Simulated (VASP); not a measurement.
Wanted: the native input for a VASP 6.6.1 run.

```
Task                   : single point
Functional             : PBE
Potentials or basis    : VASP PAW PBE potentials, release 64 (Sb)
Cutoff                 : 520 eV
k mesh                 : 12 × 12 × 12
Occupations            : fermi-dirac, width 0.05 eV
Spin                   : no spin polarisation
Dipole correction      : no
Further INCAR settings : ALGO = Normal; EDIFF = 1e-06; NBANDS = 8
```

The structure of Sb lies in POSCAR:

```
Sb
1.0
    0.0000000000      2.2895297352      2.2895297352
    2.2895297352      0.0000000000      2.2895297352
    2.2895297352      2.2895297352      0.0000000000
Sb
1
Direct
    0.0000000000      0.0000000000      0.0000000000
```

This cell differs from its parent crystal: volume scaled by 0.98.

One way to write it, as run:

INCAR

```
SYSTEM = Sb
  PREC = Accurate
  ENCUT = 520
  EDIFF = 1E-6
  ISMEAR = -1
  SIGMA = 0.05
  LREAL = .False.
  LASPH = .True.
  NELM = 60
  ALGO = Normal
  ISIF = 2
  LWAVE = .False.
  LCHARG = .False.
  GGA = PE
  NBANDS = 8
```

KPOINTS

```
Automatic mesh
0
Gamma
  12 12 12
  0 0 0
```

Potentials or basis: VASP PAW PBE potentials, release 64 (Sb).

Command:

```sh
$ cat potpaw_PBE.64/Sb/POTCAR > POTCAR
$ mpirun -np 1 vasp_std > vasp.out
```

It gave:

The pressure is 10.5 GPa.

Wall time 5.2 s on 1 thread of Intel Xeon 6455B (shared host), peak memory 0.14 GiB.
